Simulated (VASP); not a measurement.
# BiB (Pm-3m) in VASP: vibrations by perturbation theory with PBEsol

Aim: the vibrations by perturbation theory of BiB with PBEsol.

Program: VASP 6.6.1. These are calculated values, not measurements. Logs are shortened: lines on timing, memory, paths and dates and some standing lists are left out, and cuts for length are marked.

## 1. The cell of the first run

Symmetry: Pm-3m, No. 221, cubic system. The conventional cell has a = 3.185 Å, b = 3.185 Å, c = 3.185 Å, α = 90.00°, β = 90.00°, γ = 90.00°. B (site symmetry m-3m) has 8 Bi at 2.76 Å and 6 B at 3.19 Å within 3.6 Å. Within 3.6 Å of Bi (site symmetry m-3m) lie 8 B at 2.76 Å and 6 Bi at 3.19 Å.

## 2. Vibrations by perturbation theory, PBEsol

INCAR reads:

```
SYSTEM = BiB
PREC = Accurate ; ENCUT = 520
EDIFF = 1E-8 ; ISMEAR = -1
SIGMA = 0.15 ; LREAL = .False.
LASPH = .True. ; NELM = 100
ALGO = Normal ; ISIF = 2
LWAVE = .False. ; LCHARG = .False.
GGA = PS ; NBANDS = 16
IBRION = 8 ; NSW = 1
```

KPOINTS reads:

```
Automatic mesh
0
Gamma
  14 14 14
  0 0 0
```

POSCAR reads:

```
BiB
1.0
    3.1853000000      0.0000000000      0.0000000000
    0.0000000000      3.1853000000      0.0000000000
    0.0000000000      0.0000000000      3.1853000000
B Bi
1 1
Direct
    0.0000000000      0.0000000000      0.0000000000
    0.5000000000      0.5000000000      0.5000000000
```

Potentials or basis: VASP PAW PBE potentials, release 64 (B, Bi_d).

Run with:

```bash
$ cat potpaw_PBE.64/B/POTCAR potpaw_PBE.64/Bi_d/POTCAR > POTCAR
$ mpirun -np 1 vasp_std > vasp.out
```

OUTCAR:

```text
SYSTEM = BiB
   PREC = Accurate
   ENCUT = 520
   EDIFF = 1E-8
   ISMEAR = -1
   LREAL = .False.
   LASPH = .True.
   NELM = 100
   ISIF = 2
   GGA = PS
   IBRION = 8
   NSW = 1

 ion  position               nearest neighbor table
   1  0.000  0.000  0.000-   2 2.76   2 2.76   2 2.76   2 2.76   2 2.76   2 2.76   2 2.76   2 2.76

   2  0.500  0.500  0.500-   1 2.76   1 2.76   1 2.76   1 2.76   1 2.76   1 2.76   1 2.76   1 2.76

  LATTYP: Found a simple cubic cell.
 ALAT       =     3.1853000000

  Lattice vectors:

 A1 = (   3.1853000000,   0.0000000000,   0.0000000000)
 A2 = (   0.0000000000,   3.1853000000,   0.0000000000)
 A3 = (   0.0000000000,   0.0000000000,   3.1853000000)

Analysis of symmetry for initial positions (statically):
=====================================================================
 Subroutine PRICEL returns:
 Original cell was already a primitive cell.

 Routine SETGRP: Setting up the symmetry group for a
 simple cubic supercell.

 Subroutine GETGRP returns: Found 48 space group operations
 (whereof 48 operations were pure point group operations)
 out of a pool of 48 trial point group operations.

The static configuration has the point symmetry O_h .

Analysis of symmetry for dynamics (positions and initial velocities):
=====================================================================
 Subroutine PRICEL returns:
 Original cell was already a primitive cell.

 Routine SETGRP: Setting up the symmetry group for a
 simple cubic supercell.

 Subroutine GETGRP returns: Found 48 space group operations
 (whereof 48 operations were pure point group operations)
 out of a pool of 48 trial point group operations.

The dynamic configuration has the point symmetry O_h .

 Subroutine INISYM returns: Found 48 space group operations
 (whereof 48 operations are pure point group operations),
 and found     1 'primitive' translations

----------------------------------------------------------------------------------------

                                     Primitive cell

  volume of cell :      32.3185

  direct lattice vectors                    reciprocal lattice vectors
     3.185300000  0.000000000  0.000000000     0.313942172  0.000000000  0.000000000
     0.000000000  3.185300000  0.000000000     0.000000000  0.313942172  0.000000000
     0.000000000  0.000000000  3.185300000     0.000000000  0.000000000  0.313942172

  length of vectors
     3.185300000  3.185300000  3.185300000     0.313942172  0.313942172  0.313942172

  position of ions in fractional coordinates (direct lattice)
     0.000000000  0.000000000  0.000000000
     0.500000000  0.500000000  0.500000000

  ion indices of the primitive-cell ions
   primitive index   ion index
                 1           1
                 2           2

----------------------------------------------------------------------------------------

 KPOINTS: Automatic mesh

Automatic generation of k-mesh.
 Grid dimensions read from file:
 generate k-points for:   14   14   14

 Generating k-lattice:

  Cartesian coordinates                     Fractional coordinates (reciprocal lattice)
     0.022424441  0.000000000  0.000000000     0.071428571  0.000000000  0.000000000
     0.000000000  0.022424441  0.000000000     0.000000000  0.071428571  0.000000000
     0.000000000  0.000000000  0.022424441     0.000000000  0.000000000  0.071428571

  Length of vectors
     0.022424441  0.022424441  0.022424441

  Shift w.r.t. Gamma in fractional coordinates (k-lattice)
     0.000000000  0.000000000  0.000000000

 Subroutine IBZKPT returns following result:
 ===========================================

[... 73 lines left out ...]
   LHFCALC =     F    Hartree Fock is set to
   AEXX    =    0.0000 exact exchange contribution
   IVDW    =     0    specifies the selected vdW correction
   LEPSILON=     F    determine dielectric tensor
   LRPA    =     F    only Hartree local field effects (RPA)
 non-spin polarized calculation
  energy-cutoff  :      520.00
  volume of cell :       32.32
 maximum number of plane-waves:       912
 NGX is ok and might be reduce to    24
   NGX = 11   NGY = 11   NGZ = 11

--------------------------------------- Ionic step        1  -------------------------------------------

 number of electron      18.0000013 magnetization

 Free energy of the ion-electron system (eV)
  ---------------------------------------------------
  ext. energy  EPLUGINS =         0.00000000
  ---------------------------------------------------
  free energy    TOTEN  =        -8.15904194 eV

  energy without entropy =       -8.09245499  energy(sigma->0) =       -8.12574847

 E-fermi :   9.8331     XC(G=0): -11.7618

 val. band max:        9.8191683638   @ k =   0.5000   0.1429   0.0714
 cond. band min:       9.8547644117   @ k =   0.5000   0.1429   0.0000
 fundamental gap:      0.0355960479
 Fermi energy:         9.8330858601

 k-point     1 :       0.0000    0.0000    0.0000
  band No.  band energies     occupation
      1     -13.4662      2.00000
      2     -13.4662      2.00000
      3     -13.0381      2.00000
      4     -13.0381      2.00000
      5     -13.0381      2.00000
      6      -5.5459      2.00000
[... 433 lines left out ...]
      3     -13.1337      2.00000
      4     -13.1279      2.00000
      5     -13.0733      2.00000
      6      -3.0821      2.00000
[... 8 lines left out ...]
     15      22.7617      0.00000
     16      23.6083      0.00000

 [... further k-points ...]

------------------------ aborting loop because EDIFF is reached ----------------------------------------

  FORCE on cell =-STRESS in cart. coord.  units (eV):
  Direction    XX          YY          ZZ          XY          YZ          ZX
  --------------------------------------------------------------------------------------
  -------------------------------------------------------------------------------------
  Total        2.5293886      2.5293886      2.5293886      0.0000000      0.0000000      0.0000000
  in kB      125.3935273    125.3935273    125.3935273      0.0000000      0.0000000      0.0000000
  external PRESSURE =     125.3935273 kB  Pullay stress =       0.0000000 kB

 VOLUME and BASIS-vectors are now :
 -----------------------------------------------------------------------------
  energy-cutoff  :      520.00
  volume of cell :       32.32
      direct lattice vectors                 reciprocal lattice vectors
     3.185300000  0.000000000  0.000000000     0.313942172  0.000000000  0.000000000
     0.000000000  3.185300000  0.000000000     0.000000000  0.313942172  0.000000000
     0.000000000  0.000000000  3.185300000     0.000000000  0.000000000  0.313942172

 POSITION                                       TOTAL-FORCE (eV/Angst)
 -----------------------------------------------------------------------------------
      0.00000      0.00000      0.00000         0.000000      0.000000      0.000000
      1.59265      1.59265      1.59265         0.000000      0.000000      0.000000
 -----------------------------------------------------------------------------------
    total drift:                                0.000000     -0.000000     -0.000000

  FREE ENERGIE OF THE ION-ELECTRON SYSTEM (eV)
  ---------------------------------------------------
  free  energy   TOTEN  =        -8.1590419423 eV

  energy  without entropy=       -8.0924549883  energy(sigma->0) =       -8.12574847

[... ionic steps 2 to 3 ...]

--------------------------------------- Ionic step        4  -------------------------------------------

------------------------ aborting loop because EDIFF is reached ----------------------------------------

[... ionic steps 5 to 6 ...]

--------------------------------------- Ionic step        7  -------------------------------------------

 Free energy of the ion-electron system (eV)
  ---------------------------------------------------
  ---------------------------------------------------
  free energy    TOTEN  =        -0.32165728 eV

  energy without entropy =       -0.32165728

------------------------ aborting loop because EDIFF is reached ----------------------------------------

 INTERNAL STRAIN TENSOR  FOR ION    2  DIRECTION 1   (eV/Angst):
 -----------------------------------------------------------------------------
    -0.00775  0.00000  0.00000
     0.00000  0.00205 -0.00000
     0.00000 -0.00000  0.00205

 INTERNAL STRAIN TENSOR FOR ION    2 for displacements in x,y,z  (eV/Angst):
          X           Y           Z          XY          YZ          ZX
  --------------------------------------------------------------------------------
  x     0.00000     0.00000     0.00000     0.00000     0.00000     0.00000
  y     0.00000     0.00000     0.00000     0.00000     0.00000     0.00000
  z     0.00000     0.00000     0.00000     0.00000     0.00000     0.00000

 SECOND DERIVATIVES (NOT SYMMETRIZED)
 ------------------------------------
               1X          1Y          1Z          2X          2Y          2Z
  1X    -1.171898   -0.000000    0.000000    1.171898    0.000000   -0.000000
  1Y    -0.000000   -1.171898    0.000000    0.000000    1.171898   -0.000000
  1Z     0.000000    0.000000   -1.171898   -0.000000   -0.000000    1.171898
  2X     1.209780    0.000000   -0.000000   -1.209780   -0.000000    0.000000
  2Y     0.000000    1.209780   -0.000000   -0.000000   -1.209780    0.000000
  2Z    -0.000000    0.000000    1.209780    0.000000   -0.000000   -1.209780

 Eigenvectors and eigenvalues of the dynamical matrix
 ----------------------------------------------------

   1 f  =    5.282785 THz    33.192716 2PiTHz  176.214734 cm-1    21.847833 meV
             X         Y         Z           dx          dy          dz
      0.000000  0.000000  0.000000    -0.000000    0.974316   -0.000000
      1.592650  1.592650  1.592650    -0.000000   -0.225184    0.000000
[... 21 lines left out ...]
   6 f/i=    0.018436 THz     0.115834 2PiTHz    0.614945 cm-1     0.076243 meV
             X         Y         Z           dx          dy          dz
      0.000000  0.000000  0.000000     0.034227    0.036447   -0.219564
      1.592650  1.592650  1.592650     0.148091    0.157695   -0.949997

--------------------------------------------------------------------------------------------------------

 ELASTIC MODULI CONTR FROM IONIC RELAXATION (kBar)
 Direction    XX          YY          ZZ          XY          YZ          ZX
 --------------------------------------------------------------------------------
 XX           0.0000      0.0000      0.0000      0.0000      0.0000      0.0000
 YY           0.0000      0.0000      0.0000      0.0000      0.0000      0.0000
 ZZ           0.0000      0.0000      0.0000      0.0000      0.0000      0.0000
 XY           0.0000      0.0000      0.0000      0.0000      0.0000      0.0000
 YZ           0.0000      0.0000      0.0000      0.0000      0.0000      0.0000
 ZX           0.0000      0.0000      0.0000      0.0000      0.0000      0.0000
 --------------------------------------------------------------------------------
```

Run time: 2.7 min. Hardware: 1 thread of Intel Xeon Platinum 8488C (Sapphire Rapids), shared host; peak memory 0.4 GiB.

Results:

```yaml
Highest_phonon_frequency_at_Γ_LO-TO_splitting_left_out: 176 cm⁻¹
```

Phonon frequencies in cm⁻¹ (negative: imaginary):
```
              q point           frequencies
(0.000, 0.000, 0.000)  -1 -1 -1 176 176 176
```

Caveat: the cell wasn't relaxed at this level first, which shifts response properties; the PAW data sets were made with another functional, which shifts forces and pressure a little; spin-orbit coupling is left out, which moves the levels of the heavy elements.
